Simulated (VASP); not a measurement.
A run of VASP 6.6.1 is set up as follows.

The input POSCAR:

```
BN
1.0
    2.5439499968      0.0000000000      0.0000000000
   -1.2719749984      2.2031253232      0.0000000000
    0.0000000000      0.0000000000      4.2078153299
B N
2 2
Direct
    0.3333333333      0.6666666667      0.0002034648
    0.6666666667      0.3333333333      0.5002034648
    0.3333333333      0.6666666667      0.3747965352
    0.6666666667      0.3333333333      0.8747965352
```

File INCAR.step1:

```
SYSTEM = BN
PREC     = Accurate       ! precision mode
ENCUT    = 520            ! plane-wave cutoff, eV
ISMEAR   = 0              ! smearing method
SIGMA    = 0.01           ! smearing width, eV
LREAL    = .FALSE.        ! projectors in reciprocal space
LASPH    = .TRUE.         ! aspherical terms in the spheres
NELM     = 100            ! most SCF steps
NBANDS   = 16             ! bands
GGA      = PE             ! functional
ALGO     = Normal         ! electronic algorithm
EDIFF    = 1E-4           ! SCF threshold, eV
LWAVE    = .TRUE.         ! write WAVECAR
LCHARG   = .FALSE.        ! write CHGCAR
```

Contents of INCAR.step2:

```
SYSTEM = BN
PREC     = Accurate       ! precision mode
ENCUT    = 520            ! plane-wave cutoff, eV
EDIFF    = 1E-6           ! SCF threshold, eV
ISMEAR   = 0              ! smearing method
SIGMA    = 0.01           ! smearing width, eV
LREAL    = .FALSE.        ! projectors in reciprocal space
LASPH    = .TRUE.         ! aspherical terms in the spheres
NELM     = 100            ! most SCF steps
ALGO     = Normal         ! electronic algorithm
ISIF     = 2              ! what is computed and relaxed
LWAVE    = .FALSE.        ! write WAVECAR
LCHARG   = .FALSE.        ! write CHGCAR
METAGGA  = R2SCAN         ! meta-GGA
LMIXTAU  = .TRUE.       
NBANDS   = 16             ! bands
ISTART   = 1
```

The input KPOINTS:

```
Automatic mesh
0
G
  12 12 6
  0 0 0
```

Potentials or basis: VASP PAW PBE potentials, release 64 (B, N).

Run with:

```bash
$ cat potpaw_PBE.64/B/POTCAR potpaw_PBE.64/N/POTCAR > POTCAR
$ cp INCAR.step1 INCAR
$ mpirun -np 1 vasp_std > vasp.out
$ cp INCAR.step2 INCAR
$ mpirun -np 1 vasp_std > vasp.out
```

What does it give for the pressure?

1.1 GPa.

Estimate the band gap on the k mesh.

5.72 eV, indirect (least direct gap 8.98 eV).

Forces in eV/Å, atoms in the order of the input:
```
B    0.000  0.000  0.002
B    0.000  0.000  0.002
N    0.000  0.000 -0.002
N    0.000  0.000 -0.002
```

Caveat: the PAW data sets were made with another functional, which shifts forces and pressure a little. A k mesh can miss the band edges.
